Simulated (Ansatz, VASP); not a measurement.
**One calculation of CaCu2S2, two programs**

```xyz
5
Lattice="3.9288 0.0000 0.0000 -1.9644 3.4025 0.0000 0.0000 0.0000 6.5601" Properties=species:S:1:pos:R:3 pbc="T T T"
Ca    0.0000    0.0000    0.0000
Cu    0.0000    2.2683    2.4672
Cu    1.9644    1.1342    4.0929
S     0.0000    2.2683    4.8587
S     1.9644    1.1342    1.7014
```

Alike in both runs: task single point; functional r2SCAN; k mesh 8 × 8 × 6; occupations gaussian, width 0.05 eV; no spin polarisation.

```csv
,VASP,Ansatz
version,VASP 6.6.1,Ansatz 0.2.0
potentials or method,"VASP PAW PBE potentials, release 64 (Ca_sv, Cu, S), cutoff 520 eV","scalar-relativistic, plane waves, PAW"
valence electrons in the cell,44,60
```

|  | VASP | Ansatz | Ansatz less VASP |
| --- | --- | --- | --- |
| gap on the k mesh at the Fermi level (eV) | 1.53 | 1.52 | -0.012 |
| least direct gap on the mesh (eV) | 1.53 | 1.52 | -0.012 |
| pressure (GPa) | -1.8 | -2.0 | -0.20 |
| traceless stress, the component that is largest in VASP (GPa) | 0.03 | 0.07 | +0.039 |
| rms of the force components (eV/Å) | 0.005 | 0.006 | +0.0004 |

VASP's potentials were made for PBE, not for r2SCAN. Atom by atom the forces differ by 0.006 eV/Å (rms over components). VASP's potentials hold 44 valence electrons a cell and Ansatz's 60, so a difference there can come from the potentials and not from the codes.
